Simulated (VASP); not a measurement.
# H18C8N4O5 (C2) in VASP: single point with PBEsol

Aim: the single point of H18C8N4O5 with PBEsol.

Program: VASP 6.6.1. These are calculated values, not measurements. Logs are shortened: lines on timing, memory, paths and dates and some standing lists are left out, and cuts for length are marked.

**1. The cell of the first run**

The structure is monoclinic, space group C2 (No. 5). Conventional cell: a = 10.287 Å, b = 4.936 Å, c = 11.507 Å, α = 90.00°, β = 91.31°, γ = 90.00°. Within 1.5 Å of H (site symmetry 1) lie 1 C at 1.10 Å. H (site symmetry 1) has 1 C at 1.11 Å within 1.5 Å. H (site symmetry 1) has 1 N at 1.07 Å within 1.4 Å. Within 1.4 Å of H (site symmetry 1) lie 1 N at 1.04 Å. Within 1.5 Å of H (site symmetry 1) lie 1 N at 1.08 Å. Within 1.5 Å of H (site symmetry 1) lie 1 C at 1.10 Å. Within 1.5 Å of H (site symmetry 1) lie 1 C at 1.10 Å. H (site symmetry 1) has 1 C at 1.10 Å within 1.5 Å.

**2. Single point, PBEsol**

INCAR

```
ALGO = Normal ; EDIFF = 1E-6
ENCUT = 520 ; GGA = PS
ISIF = 2 ; ISMEAR = 0
LASPH = T ; LCHARG = T
LELF = T ; LREAL = Auto
LVHAR = T ; LWAVE = F
NBANDS = 73 ; NELM = 60
PREC = Accurate ; SIGMA = 0.02
```

KPOINTS

```
k-points
0
Gamma
  4 4 2
```

POSCAR

```
H18C8N4O5
1.0
    5.1435193226     -2.4680007212     -0.0094472554
    5.1435193226      2.4680007212     -0.0094472554
   -0.2420560825      0.0000000000     11.5049229448
H C N O
18 8 4 5
Direct
    0.7588080718      0.3262977980      0.7678764202
    0.6737022020      0.2411919282      0.2321235798
    0.9316432997      0.0193591978      0.6055122090
    0.9806408022      0.0683567003      0.3944877910
    0.0860384570      0.1820618908      0.9482700073
    0.8179381092      0.9139615430      0.0517299927
    0.3819164633      0.9351342303      0.8676677102
    0.0648657697      0.6180835367      0.1323322898
    0.1558506965      0.3090562844      0.8295981518
    0.6909437156      0.8441493035      0.1704018482
    0.4292916844      0.8266938986      0.5334343705
    0.1733061014      0.5707083156      0.4665656295
    0.5477008454      0.8484449043      0.6752435940
    0.1515550957      0.4522991546      0.3247564060
    0.2539176167      0.1838975836      0.6018282311
    0.8161024164      0.7460823833      0.3981717689
    0.6381144205      0.4821689864      0.0412929275
    0.5178310136      0.3618855795      0.9587070725
    0.9119017655      0.8960790763      0.8312578223
    0.1039209237      0.0880982345      0.1687421777
    0.9725017908      0.0995235319      0.7820625064
    0.9004764681      0.0274982092      0.2179374936
    0.1187522157      0.9356041488      0.6682944141
    0.0643958512      0.8812477843      0.3317055859
    0.3507840884      0.9487904146      0.6171681307
    0.0512095854      0.6492159116      0.3828318693
    0.0699769896      0.6348888047      0.7773141027
    0.3651111953      0.9300230104      0.2226858973
    0.1612024922      0.1288174925      0.8605797415
    0.8711825075      0.8387975078      0.1394202585
    0.2535464036      0.6264177076      0.6926643366
    0.3735822924      0.7464535964      0.3073356634
    0.7250914881      0.9762957795      0.9124773609
    0.0237042205      0.2749085119      0.0875226391
    0.4515129407      0.5484870593      0.0000000000
```

Potentials or basis: VASP PAW PBE potentials, release 64 (H, C, N, O).

The run is started by

```
> cat potpaw_PBE.64/H/POTCAR potpaw_PBE.64/C/POTCAR potpaw_PBE.64/N/POTCAR potpaw_PBE.64/O/POTCAR > POTCAR
> mpirun -np 1 vasp_std > vasp.out
```

OUTCAR:

```text
EDIFF = 1E-6
   ENCUT = 520
   GGA = PS
   ISIF = 2
   ISMEAR = 0
   LASPH = T
   LREAL = Auto
   NELM = 60
   PREC = Accurate

 ion  position               nearest neighbor table
   1  0.759  0.326  0.768-  21 1.10
   2  0.674  0.241  0.232-  22 1.10
   3  0.932  0.019  0.606-  23 1.11
   4  0.981  0.068  0.394-  24 1.11
   5  0.086  0.182  0.948-  29 1.07
   6  0.818  0.914  0.052-  30 1.07
[... 10 lines left out ...]
  17  0.638  0.482  0.041-  35 0.99
  18  0.518  0.362  0.959-  35 0.99
  19  0.912  0.896  0.831-  33 1.28  27 1.31  21 1.52
  20  0.104  0.088  0.169-  34 1.28  28 1.31  22 1.52
  21  0.973  0.100  0.782-   1 1.10  29 1.48  23 1.52  19 1.52
  22  0.900  0.027  0.218-   2 1.10  30 1.48  24 1.52  20 1.52
  23  0.119  0.936  0.668-   3 1.11  31 1.45  25 1.50  21 1.52
  24  0.064  0.881  0.332-   4 1.11  32 1.45  26 1.50  22 1.52
  25  0.351  0.949  0.617-  15 1.10  11 1.10  13 1.10  23 1.50
  26  0.051  0.649  0.383-  16 1.10  12 1.10  14 1.10  24 1.50
  27  0.070  0.635  0.777-  19 1.31  31 1.42
  28  0.365  0.930  0.223-  20 1.31  32 1.42
  29  0.161  0.129  0.861-   7 1.04   5 1.07   9 1.08  21 1.48
  30  0.871  0.839  0.139-   8 1.04   6 1.07  10 1.08  22 1.48
  31  0.254  0.626  0.693-  27 1.42  23 1.45
  32  0.374  0.746  0.307-  28 1.42  24 1.45
  33  0.725  0.976  0.912-  19 1.28
  34  0.024  0.275  0.088-  20 1.28
  35  0.452  0.548  0.000-  17 0.99  18 0.99

  LATTYP: Found a base centered monoclinic cell.
 ALAT       =    10.2870559972
 B/A-ratio  =     0.4798264386
 C/A-ratio  =     1.1186357902
 COS(beta)  =    -0.0228709783

  Lattice vectors:

 A1 = (   5.1435193226,  -2.4680007212,  -0.0094472554)
 A2 = (   5.1435193226,   2.4680007212,  -0.0094472554)
 A3 = (  -0.2420560825,   0.0000000000,  11.5049229448)

Analysis of symmetry for initial positions (statically):
=====================================================================
 Subroutine PRICEL returns:
 Original cell was already a primitive cell.

 Routine SETGRP: Setting up the symmetry group for a
 base centered monoclinic supercell.

 Subroutine GETGRP returns: Found  2 space group operations
 (whereof  2 operations were pure point group operations)
 out of a pool of  4 trial point group operations.

The static configuration has the point symmetry C_2 .

Analysis of symmetry for dynamics (positions and initial velocities):
=====================================================================
 Subroutine PRICEL returns:
 Original cell was already a primitive cell.

 Routine SETGRP: Setting up the symmetry group for a
[... 168 lines left out ...]
   ISYM   =      2    0-nonsym 1-usesym 2-fastsym
   POTIM  = 0.5000    time-step for ionic-motion
   TEBEG  =    0.0;   TEEND  =   0.0 temperature during run
   PSTRESS=    0.0 pullay stress
   NELECT =     100.0000    total number of electrons
   NUPDOWN=      -1.0000    fix difference up-down
   EMIN   =  10.00;   EMAX   =-10.00  energy-range for DOS
   EFERMI =   0.00;   METHOD = LEGACY
   ISMEAR =     0;   SIGMA  =   0.02  broadening in eV -4-tet -1-fermi 0-gaus
   EFERMI_NEDOS =   21; number of points for ismear=-14 and -15
   IALGO  =     38    algorithm
   IMIX   =      4    mixing-type and parameters
     AMIX     =   0.40;   BMIX     =  1.00
     AMIX_MAG =   1.60;   BMIX_MAG =  1.00
  volume/ion in A,a.u.               =       8.35        56.32
  Fermi-wavevector in a.u.,A,eV,Ry     =   1.145268  2.164244 17.845944  1.311640
  Thomas-Fermi vector in A             =   2.281957
   LORBIT       =      0    0 simple, 1 ext, 2 COOP (PROOUT), +10 PAW based schemes
   GGA     = PS    functional components
   LHFCALC =     F    Hartree Fock is set to
   AEXX    =    0.0000 exact exchange contribution
   IVDW    =     0    specifies the selected vdW correction
   LEPSILON=     F    determine dielectric tensor
   LRPA    =     F    only Hartree local field effects (RPA)
 non-spin polarized calculation
 Gauss-broadening in eV      SIGMA  =   0.02
  energy-cutoff  :      520.00
  volume of cell :      292.08
 maximum number of plane-waves:      7884
   NGX = 21   NGY = 21   NGZ = 43

 number of electron     100.0000000 magnetization

 number of electron      99.9999989 magnetization

 Free energy of the ion-electron system (eV)
  ---------------------------------------------------
  ext. energy  EPLUGINS =         0.00000000
  ---------------------------------------------------
  free energy    TOTEN  =      -209.61762836 eV

  energy without entropy =     -209.61762836  energy(sigma->0) =     -209.61762836

 E-fermi :   0.4161     XC(G=0):  -8.4463

 val. band max:        0.2339399437   @ k =   0.5000  -0.0000   0.5000
 cond. band min:       3.8606243625   @ k =   0.0000   0.0000   0.5000
 fundamental gap:      3.6266844188
 Fermi energy:         0.4161314453

 k-point     1 :       0.0000    0.0000    0.0000
  band No.  band energies     occupation
      1     -22.2563      2.00000
      2     -22.2430      2.00000
      3     -20.3649      2.00000
      4     -20.2050      2.00000
      5     -18.8536      2.00000
      6     -18.5525      2.00000
[... 899 lines left out ...]
     61       7.3465      0.00000
     62       7.8950      0.00000
 [bands above 62 left out]

------------------------ aborting loop because EDIFF is reached ----------------------------------------

  FORCE on cell =-STRESS in cart. coord.  units (eV):
  Direction    XX          YY          ZZ          XY          YZ          ZX
  --------------------------------------------------------------------------------------
  -------------------------------------------------------------------------------------
  Total        0.6046609      0.5871580      0.7388765      0.0000000      0.0000000     -0.4796200
  in kB        3.3168043      3.2207941      4.0530304      0.0000000      0.0000000     -2.6309056
  external PRESSURE =       3.5302096 kB  Pullay stress =       0.0000000 kB

 VOLUME and BASIS-vectors are now :
 -----------------------------------------------------------------------------
  energy-cutoff  :      520.00
  volume of cell :      292.08
      direct lattice vectors                 reciprocal lattice vectors
     5.143519323 -2.468000721 -0.009447255     0.097213462 -0.202593134  0.002045308
     5.143519323  2.468000721 -0.009447255     0.097213462  0.202593134  0.002045308
    -0.242056082  0.000000000 11.504922945     0.000159653  0.000000000  0.086922672

 POSITION                                       TOTAL-FORCE (eV/Angst)
 -----------------------------------------------------------------------------------
      5.39539     -1.06744      8.82411        -0.000665      0.034577     -0.008513
      4.64959     -1.06744      2.66192         0.000665      0.034577      0.008513
      4.74493     -2.25152      6.95739        -0.015277      0.019395     -0.022625
      5.30005     -2.25152      4.52864         0.015277      0.019395      0.022625
      1.14944      0.23699     10.90724         0.004330      0.009532      0.019409
      8.89554      0.23699      0.57879        -0.004330      0.009532     -0.019409
[... 27 lines left out ...]
      1.51473      0.61997      1.00412         0.130067      0.175703     -0.251932
      5.14352      0.23933     -0.00945         0.000000      0.096064     -0.000000
 -----------------------------------------------------------------------------------
    total drift:                               -0.000000     -0.005483     -0.000000

  FREE ENERGIE OF THE ION-ELECTRON SYSTEM (eV)
  ---------------------------------------------------
  free  energy   TOTEN  =      -209.6176283600 eV

  energy  without entropy=     -209.6176283600  energy(sigma->0) =     -209.61762836
```

OSZICAR:

```text
N       E                     dE             d eps       ncg     rms          rms(c)
DAV:   1     0.504890458054E+03    0.50489E+03   -0.48945E+04  2044   0.124E+03
DAV:   2    -0.171986926207E+03   -0.67688E+03   -0.65177E+03  2550   0.282E+02
DAV:   3    -0.223422129723E+03   -0.51435E+02   -0.51054E+02  2568   0.807E+01
DAV:   4    -0.224289689888E+03   -0.86756E+00   -0.86509E+00  2624   0.114E+01
DAV:   5    -0.224310491308E+03   -0.20801E-01   -0.20786E-01  2560   0.164E+00    0.239E+01
DAV:   6    -0.211467691570E+03    0.12843E+02   -0.26370E+01  2408   0.185E+01    0.118E+01
DAV:   7    -0.209795648098E+03    0.16720E+01   -0.42179E+00  2592   0.765E+00    0.591E+00
DAV:   8    -0.209603746255E+03    0.19190E+00   -0.80469E-01  2584   0.358E+00    0.139E+00
DAV:   9    -0.209606629771E+03   -0.28835E-02   -0.67889E-02  2520   0.142E+00    0.504E-01
DAV:  10    -0.209614192248E+03   -0.75625E-02   -0.23394E-02  2424   0.641E-01    0.182E-01
DAV:  11    -0.209616130746E+03   -0.19385E-02   -0.24545E-03  2416   0.230E-01    0.931E-02
DAV:  12    -0.209617360700E+03   -0.12300E-02   -0.10450E-03  2304   0.164E-01    0.344E-02
DAV:  13    -0.209617590628E+03   -0.22993E-03   -0.39512E-04  2456   0.911E-02    0.231E-02
DAV:  14    -0.209617629736E+03   -0.39108E-04   -0.14067E-04  2384   0.600E-02    0.170E-02
DAV:  15    -0.209617627727E+03    0.20092E-05   -0.43711E-05  2600   0.359E-02    0.851E-03
DAV:  16    -0.209617627972E+03   -0.24517E-06   -0.10558E-05  2400   0.140E-02    0.452E-03
DAV:  17    -0.209617628360E+03   -0.38769E-06   -0.20995E-06  1824   0.703E-03
   1 F= -.20961763E+03 E0= -.20961763E+03  d E =-.643902E-39
```

It took 11 min on 1 thread of AMD EPYC 7R13 (Zen 3), shared host; peak memory 0.46 GiB.

What came out:

```
Free energy            : -209.6176 eV
Pressure               : 0.4 GPa
Largest force          : 0.334 eV/Å
Band gap on the k mesh : 3.63 eV (least direct gap 3.71 eV)
```

Forces in eV/Å, atoms in the order of the input:
```
H   -0.001  0.035 -0.009
H    0.001  0.035  0.009
H   -0.015  0.019 -0.023
H    0.015  0.019  0.023
H    0.004  0.010  0.019
H   -0.004  0.010 -0.019
H    0.008 -0.007  0.003
H   -0.008 -0.007 -0.003
H    0.021  0.015 -0.011
H   -0.021  0.015  0.011
H   -0.006 -0.016 -0.030
H    0.006 -0.016  0.030
H    0.014 -0.022  0.019
H   -0.014 -0.022 -0.019
H    0.023  0.026 -0.005
H   -0.023  0.026  0.005
H    0.099 -0.052  0.072
H   -0.099 -0.052 -0.072
C    0.136 -0.096 -0.173
C   -0.136 -0.096  0.173
C    0.003  0.018 -0.001
C   -0.003  0.018  0.001
C    0.099  0.102 -0.051
C   -0.099  0.102  0.051
C    0.006 -0.010  0.003
C   -0.006 -0.010 -0.003
N   -0.164 -0.040  0.077
N    0.164 -0.040 -0.077
N    0.014 -0.026  0.028
N   -0.014 -0.026 -0.028
O    0.006 -0.178 -0.087
O   -0.006 -0.178  0.087
O   -0.130  0.176  0.252
O    0.130  0.176 -0.252
O    0.000  0.096  0.000
```

Stress tensor (GPa, compression positive):
```
 0.33  0.00 -0.26
 0.00  0.32  0.00
-0.26  0.00  0.41
```

Caveat: this functional lacks dispersion, which holds the molecules together, so the pressure and a relaxed volume are unreliable; the PAW data sets were made with another functional, which shifts forces and pressure a little.
